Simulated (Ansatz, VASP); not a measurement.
## Rh in VASP and in Ansatz

```
Rh
1.0
     0.00000    1.85141    1.85141
     1.85141    0.00000    1.85141
     1.85141    1.85141    0.00000
Rh
1
Direct
  0.00000 0.00000 0.00000
```

Alike in both runs: task single point; functional PBEsol; k mesh 18 × 18 × 18; occupations gaussian, width 0.1 eV; no spin polarisation.

```csv
,VASP,Ansatz
version,VASP 6.6.1,Ansatz 0.2.0
potentials or method,"VASP PAW PBE potentials, release 64 (Rh_pv), cutoff 520 eV","scalar-relativistic, plane waves, PAW"
valence electrons in the cell,15,17
```

```csv
,VASP,Ansatz,Ansatz less VASP
gap on the k mesh at the Fermi level (eV),none,none,-
pressure (GPa),21.3,21.4,+0.07
```

VASP's potentials were made for PBE, not for PBEsol. A gap of «none» marks a metal or a gap that the smearing closes. VASP's potentials hold 15 valence electrons a cell and Ansatz's 17, so a difference there can come from the potentials and not from the codes.
